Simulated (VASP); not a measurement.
# Au (Fd-3m) in VASP: notebook

The runs below take Au through single point, relaxation of cell and atoms, with PBE.

All numbers are computed with VASP 6.6.1; they aren't measurements. Logs are shortened: lines on timing, memory, paths and dates and some standing lists are left out, and cuts for length are marked.

## 1. The cell of the first run

The structure is cubic, space group Fd-3m (No. 227). Conventional cell: a = 6.397 Å, b = 6.397 Å, c = 6.397 Å, α = 90.00°, β = 90.00°, γ = 90.00°. Within 3.7 Å of Au (site symmetry -43m) lie 4 Au at 2.77 Å.

## 2. Single point, PBE (volume scaled by 1.12)

Contents of INCAR:

```
PREC = Accurate ; ENCUT = 520
EDIFF = 1E-7 ; ISMEAR = -1
SIGMA = 0.1 ; LREAL = False
LASPH = True ; NELM = 80
ALGO = Normal ; ISIF = 2
LWAVE = False ; LCHARG = False
GGA = PE ; NBANDS = 18
```

Contents of KPOINTS:

```
Automatic mesh
0
Gamma
  10 10 10
```

Contents of POSCAR:

```
Au
1.0
    0.0000000000      3.1985515295      3.1985515295
    3.1985515295      0.0000000000      3.1985515295
    3.1985515295      3.1985515295      0.0000000000
Au
2
Direct
    0.1250000000      0.1250000000      0.1250000000
    0.8750000000      0.8750000000      0.8750000000
```

Potentials or basis: VASP PAW PBE potentials, release 64 (Au).

Command:

```bash
> cat potpaw_PBE.64/Au/POTCAR > POTCAR
> mpirun -np 1 vasp_std > vasp.out
```

OUTCAR:

```text
PREC = Accurate
   ENCUT = 520
   EDIFF = 1E-7
   ISMEAR = -1
   LREAL = False
   LASPH = True
   NELM = 80
   ISIF = 2
   GGA = PE

 ion  position               nearest neighbor table
   1  0.125  0.125  0.125-   2 2.77   2 2.77   2 2.77   2 2.77
   2  0.875  0.875  0.875-   1 2.77   1 2.77   1 2.77   1 2.77

  LATTYP: Found a face centered cubic cell.
 ALAT       =     6.3971030590

  Lattice vectors:

 A1 = (   0.0000000000,   3.1985515295,   3.1985515295)
 A2 = (   3.1985515295,   0.0000000000,   3.1985515295)
 A3 = (   3.1985515295,   3.1985515295,   0.0000000000)

Analysis of symmetry for initial positions (statically):
=====================================================================
 Subroutine PRICEL returns:
 Original cell was already a primitive cell.

 Routine SETGRP: Setting up the symmetry group for a
 face centered cubic supercell.

 Subroutine GETGRP returns: Found 48 space group operations
 (whereof 12 operations were pure point group operations)
 out of a pool of 48 trial point group operations.

The static configuration has the point symmetry D_3d.
 The point group associated with its full space group is O_h .

Analysis of symmetry for dynamics (positions and initial velocities):
=====================================================================
 Subroutine PRICEL returns:
 Original cell was already a primitive cell.

 Routine SETGRP: Setting up the symmetry group for a
 face centered cubic supercell.

 Subroutine GETGRP returns: Found 48 space group operations
 (whereof 12 operations were pure point group operations)
 out of a pool of 48 trial point group operations.

The dynamic configuration has the point symmetry D_3d.
 The point group associated with its full space group is O_h .

 Subroutine INISYM returns: Found 48 space group operations
 (whereof 12 operations are pure point group operations),
 and found     1 'primitive' translations

----------------------------------------------------------------------------------------

                                     Primitive cell

  volume of cell :      65.4470

  direct lattice vectors                    reciprocal lattice vectors
     0.000000000  3.198551529  3.198551529    -0.156320758  0.156320758  0.156320758
     3.198551529  0.000000000  3.198551529     0.156320758 -0.156320758  0.156320758
[... 76 lines left out ...]
   PREC   = accura    normal or accurate (medium, high low for compatibility)
   ISTART =      0    job   : 0-new  1-cont  2-samecut
   ICHARG =      2    charge: 1-file 2-atom 10-const
   ISPIN  =      1    spin polarized calculation?
   LNONCOLLINEAR =      F non collinear calculations
   LSORBIT =      F    spin-orbit coupling
   LASPH  =      T    aspherical Exc in radial PAW
   ENCUT  =  520.0 eV  38.22 Ry    6.18 a.u.   8.41  8.41  8.41*2*pi/ulx,y,z
   NELM   =     80;   NELMIN=  2; NELMDL= -5     # of ELM steps
   EDIFF  = 0.1E-06   stopping-criterion for ELM
   LREAL  =      F    real-space projection
   EDIFFG = 0.1E-05   stopping-criterion for IOM
   NSW    =      0    number of steps for IOM
   IBRION =     -1    ionic relax: 0-MD 1-quasi-New 2-CG
   NFREE  =      0    steps in history (QN), initial steepest desc. (CG)
   ISIF   =      2    stress and relaxation
   ISYM   =      2    0-nonsym 1-usesym 2-fastsym
   POTIM  = 0.5000    time-step for ionic-motion
   TEBEG  =    0.0;   TEEND  =   0.0 temperature during run
   PSTRESS=    0.0 pullay stress
   NELECT =      22.0000    total number of electrons
   NUPDOWN=      -1.0000    fix difference up-down
   EMIN   =  10.00;   EMAX   =-10.00  energy-range for DOS
   EFERMI =   0.00;   METHOD = LEGACY
   ISMEAR =    -1;   SIGMA  =   0.10  broadening in eV -4-tet -1-fermi 0-gaus
   EFERMI_NEDOS =   21; number of points for ismear=-14 and -15
   IALGO  =     38    algorithm
   IMIX   =      4    mixing-type and parameters
     AMIX     =   0.40;   BMIX     =  1.00
     AMIX_MAG =   1.60;   BMIX_MAG =  1.00
  volume/ion in A,a.u.               =      32.72       220.83
  Fermi-wavevector in a.u.,A,eV,Ry     =   1.138289  2.151053 17.629081  1.295701
  Thomas-Fermi vector in A             =   2.274993
   LORBIT       =      0    0 simple, 1 ext, 2 COOP (PROOUT), +10 PAW based schemes
   GGA     = PE    functional components
   LHFCALC =     F    Hartree Fock is set to
   AEXX    =    0.0000 exact exchange contribution
   IVDW    =     0    specifies the selected vdW correction
   LEPSILON=     F    determine dielectric tensor
   LRPA    =     F    only Hartree local field effects (RPA)
 non-spin polarized calculation
  energy-cutoff  :      520.00
  volume of cell :       65.45
 maximum number of plane-waves:      1807
 NGX is ok and might be reduce to    36
   NGX = 17   NGY = 17   NGZ = 17

 number of electron      22.0000000 magnetization

 Free energy of the ion-electron system (eV)
  ---------------------------------------------------
  ext. energy  EPLUGINS =         0.00000000
  ---------------------------------------------------
  free energy    TOTEN  =        -4.92404092 eV

  energy without entropy =       -4.89943883  energy(sigma->0) =       -4.91173987

 E-fermi :   1.8313     XC(G=0):  -8.7220

 val. band max:        1.7988485880   @ k =  -0.4000   0.2000   0.1000
 cond. band min:       1.8493181366   @ k =   0.5000   0.1000   0.0000
 fundamental gap:      0.0504695486
 Fermi energy:         1.8312535221

 k-point     1 :       0.0000    0.0000    0.0000
  band No.  band energies     occupation
      1      -3.4159      2.00000
      2      -1.7462      2.00000
      3      -1.7462      2.00000
      4      -1.7462      2.00000
      5      -1.7197      2.00000
      6      -1.7197      2.00000
[... 481 lines left out ...]
      5      -1.1508      2.00000
      6      -1.0871      2.00000
[... 10 lines left out ...]
     17      15.1499      0.00000
     18      16.0243      0.00000

 [... further k-points ...]
[... 5 lines left out ...]
  --------------------------------------------------------------------------------------
  -------------------------------------------------------------------------------------
  Total       -1.7721619     -1.7721619     -1.7721619     -0.0000000     -0.0000000      0.0000000
  in kB      -43.3834343    -43.3834343    -43.3834343     -0.0000000     -0.0000000      0.0000000
  external PRESSURE =     -43.3834343 kB  Pullay stress =       0.0000000 kB

 VOLUME and BASIS-vectors are now :
 -----------------------------------------------------------------------------
  energy-cutoff  :      520.00
  volume of cell :       65.45
      direct lattice vectors                 reciprocal lattice vectors
     0.000000000  3.198551529  3.198551529    -0.156320758  0.156320758  0.156320758
     3.198551529  0.000000000  3.198551529     0.156320758 -0.156320758  0.156320758
     3.198551529  3.198551529  0.000000000     0.156320758  0.156320758 -0.156320758

 POSITION                                       TOTAL-FORCE (eV/Angst)
 -----------------------------------------------------------------------------------
      0.79964      0.79964      0.79964        -0.000000     -0.000000      0.000000
      5.59747      5.59747      5.59747         0.000000      0.000000     -0.000000
 -----------------------------------------------------------------------------------
    total drift:                                0.000000      0.000000      0.000000

  FREE ENERGIE OF THE ION-ELECTRON SYSTEM (eV)
  ---------------------------------------------------
  free  energy   TOTEN  =        -4.9240409168 eV

  energy  without entropy=       -4.8994388254  energy(sigma->0) =       -4.91173987
```

OSZICAR:

```text
N       E                     dE             d eps       ncg     rms          rms(c)
DAV:   1     0.108727051581E+03    0.10873E+03   -0.10380E+04  1692   0.108E+03
DAV:   2    -0.286011426346E+01   -0.11159E+03   -0.10495E+03  1820   0.217E+02
DAV:   3    -0.522920980290E+01   -0.23691E+01   -0.23508E+01  2008   0.312E+01
DAV:   4    -0.524506624069E+01   -0.15856E-01   -0.15853E-01  1860   0.263E+00
DAV:   5    -0.524530704076E+01   -0.24080E-03   -0.24080E-03  1874   0.357E-01    0.599E+00
DAV:   6    -0.493193915797E+01    0.31337E+00   -0.10629E+00  1854   0.761E+00    0.464E+00
DAV:   7    -0.492616903207E+01    0.57701E-02   -0.12435E-02  1804   0.773E-01    0.269E+00
DAV:   8    -0.492400289969E+01    0.21661E-02   -0.16828E-03  1812   0.293E-01    0.471E-02
DAV:   9    -0.492402774325E+01   -0.24844E-04   -0.39146E-05  2004   0.425E-02    0.219E-02
DAV:  10    -0.492404092458E+01   -0.13181E-04   -0.11129E-05  1844   0.242E-02    0.274E-03
DAV:  11    -0.492404091682E+01    0.77534E-08   -0.10058E-07  1664   0.210E-03
   1 F= -.49240409E+01 E0= -.49117399E+01  d E =-.246021E-01
```

Run time: 24 s. Hardware: 1 thread of Intel Xeon Platinum 8488C (Sapphire Rapids), shared host; peak memory 0.22 GiB.

Results:

```
Free energy            : -4.9240 eV
Pressure               : -4.3 GPa
Band gap on the k mesh : zero (band 11 reaches 1.98 eV, above the bottom of band 12 at 1.40 eV)
```

Levels at points of the mesh, in eV from the Fermi level:
```tsv
k point	band 8	band 9	band 10	band 11	band 12	band 13	band 14	band 15
(0.00, 0.00, 0.00)	-2.06	-2.06	-1.31	-1.31	7.47	8.71	8.71	8.71
(0.50, 0.00, 0.00)	-1.90	-1.39	-1.39	-0.50	-0.43	6.32	6.32	7.70
(0.50, 0.50, 0.00)	-2.46	-1.26	-1.26	0.14	0.14	3.77	3.77	7.51
```

Caveat: the cell differs from its parent crystal (volume scaled by 1.12); spin-orbit coupling is left out, which moves the levels of the heavy elements.

## 3. Relaxation of cell and atoms, PBE

This run uses another cell than the first one, of 22.89 Å³/atom, 0.700 times its volume.

Contents of INCAR:

```
ALGO = Normal
EDIFF = 1E-7
EDIFFG = -0.01
ENCUT = 600
GGA = PE
IBRION = 2
ISIF = 3
ISMEAR = -1
LASPH = True
LCHARG = False
LREAL = False
LWAVE = False
NELM = 60
NSW = 80
PREC = Accurate
SIGMA = 0.1
```

Contents of KPOINTS:

```
k-points
0
Gamma
  10 10 10
```

Contents of POSCAR:

```
Au
1.0
    0.0000000000      2.8394269867      2.8394269867
    2.8394269867      0.0000000000      2.8394269867
    2.8394269867      2.8394269867      0.0000000000
Au
2
Direct
    0.1250000000      0.1250000000      0.1250000000
    0.8750000000      0.8750000000      0.8750000000
```

Potentials or basis: VASP PAW PBE potentials, release 64 (Au).

Command:

```bash
> cat potpaw_PBE.64/Au/POTCAR > POTCAR
> mpirun -np 1 vasp_std > vasp.out
```

Wall time 1.9 min (1 thread of Intel Xeon Platinum 8488C (Sapphire Rapids), shared host); peak memory 0.21 GiB.

The run converged. Its results:

* Free energy: -5.0258 eV
* Relaxed volume: 29.14 Å³/atom
* Relaxed cell: a = 4.352 Å, b = 4.352 Å, c = 4.352 Å, α = 60.00°, β = 60.00°, γ = 60.00°
* Space group after relaxing (to 0.05 Å): Fd-3m (No. 227)
* Energy gained by relaxing: 391.5 meV/atom
* Ionic steps: 19
* Pressure after relaxing: 0.1 GPa
* Band gap on the k mesh: zero (band 11 reaches 3.05 eV, above the bottom of band 12 at 2.41 eV)

The path:
```
step  energy change (eV)  largest force (eV/Å)  pressure (GPa)  volume (Å³)
   1              0.0000                0.0000           26.08        45.78
   2             -0.3373                0.0000           -6.33        75.18
   3             -0.7824                0.0000           -0.37        58.77
   4             -0.7829                0.0000           -0.12        58.49
   5             -0.7829                0.0000            0.13        58.21
   6             -0.7829                0.0000            0.13        58.21
   7             -0.7829                0.0000            0.12        58.22
   8             -0.7829                0.0000            0.12        58.22
   9             -0.7829                0.0000            0.12        58.22
  10             -0.7829                0.0000            0.12        58.22
  11             -0.7829                0.0000            0.12        58.22
  12             -0.7829                0.0000            0.12        58.22
  13             -0.7829                0.0000            0.12        58.22
  14             -0.7829                0.0000            0.12        58.22
  15             -0.7829                0.0000            0.12        58.22
  16             -0.7829                0.0000            0.11        58.23
  17             -0.7829                0.0000            0.11        58.23
  18             -0.7829                0.0000            0.09        58.25
  19             -0.7829                0.0000            0.05        58.29
```

Final structure:
```
CELL_PARAMETERS angstrom
0.00000 3.07741 3.07741
3.07741 0.00000 3.07741
3.07741 3.07741 0.00000
ATOMIC_POSITIONS crystal
Au 0.12500 0.12500 0.12500
Au 0.87500 0.87500 0.87500
```

Levels at points of the mesh, in eV from the Fermi level:
| k point | band 8 | band 9 | band 10 | band 11 | band 12 | band 13 | band 14 | band 15 |
| --- | --- | --- | --- | --- | --- | --- | --- | --- |
| (0.00, 0.00, 0.00) | -2.26 | -2.26 | -1.29 | -1.29 | 8.46 | 9.46 | 9.46 | 9.46 |
| (0.50, 0.00, 0.00) | -2.03 | -1.41 | -1.41 | -0.77 | -0.40 | 6.70 | 6.70 | 8.62 |
| (0.50, 0.50, 0.00) | -2.72 | -1.25 | -1.25 | 0.24 | 0.24 | 3.75 | 3.75 | 7.95 |

Caveat: the volume moved by over 15 % at a fixed basis, so the end points are rough; spin-orbit coupling is left out, which moves the levels of the heavy elements.

## 4. Single point, PBE

This run uses another cell than the first one, of 29.22 Å³/atom, 0.893 times its volume.

Contents of INCAR:

```
SYSTEM = Au
ALGO = Normal ; EDIFF = 1E-6
ENCUT = 520 ; GGA = PE
ISIF = 2 ; ISMEAR = -1
LASPH = .TRUE. ; LCHARG = .TRUE.
LELF = .TRUE. ; LREAL = .FALSE.
LVHAR = .TRUE. ; LWAVE = .FALSE.
NBANDS = 18 ; NELM = 60
PREC = Accurate ; SIGMA = 0.1
```

Contents of KPOINTS:

```
k-points
0
G
  15 15 15
  0 0 0
```

Contents of POSCAR:

```
Au
1.0
    0.0000000000      3.0799760835      3.0799760835
    3.0799760835      0.0000000000      3.0799760835
    3.0799760835      3.0799760835      0.0000000000
Au
2
Direct
    0.1250000000      0.1250000000      0.1250000000
    0.8750000000      0.8750000000      0.8750000000
```

Command:

```bash
> cat potpaw_PBE.64/Au/POTCAR > POTCAR
> mpirun -np 1 vasp_std > vasp.out
```

It took 36 s on 1 thread of Intel Xeon Platinum 8488C (Sapphire Rapids), shared host; peak memory 0.24 GiB.

Results (log left out):

```
Free energy            : -5.0296 eV
Pressure               : 0.0 GPa
Band gap on the k mesh : zero (band 11 reaches 3.03 eV, above the bottom of band 12 at 2.45 eV)
```

Levels at points of the mesh, in eV from the Fermi level:
| k point | band 9 | band 10 | band 11 | band 12 | band 13 | band 14 |
| --- | --- | --- | --- | --- | --- | --- |
| (0.00, 0.00, 0.00) | -2.25 | -1.29 | -1.29 | 8.43 | 9.44 | 9.44 |

Caveat: spin-orbit coupling is left out, which moves the levels of the heavy elements.

## 5. The runs side by side

```csv
task,cell,k mesh,cutoff (eV),gap on the mesh (eV),pressure (GPa)
single point,"a = 4.523 Å, angles 60.0°, 2 atoms",10 × 10 × 10,520,none,-4.3
relaxation of cell and atoms,"relaxed from a = 4.016 Å, angles 60.0°, 2 atoms",10 × 10 × 10,600,none,0.1
single point,"a = 4.356 Å, angles 60.0°, 2 atoms",15 × 15 × 15,520,none,0.0
```

Alike in all rows: level PBE; potentials or basis VASP PAW PBE potentials, release 64 (Au); no spin polarisation; smearing fermi-dirac 0.1 eV.

Caveats: spin-orbit coupling is left out, which moves the levels of the heavy elements; the volume moved by over 15 % at a fixed basis, so the end points are rough (some runs).

Absolute energies hang on the potentials; compare differences alone.
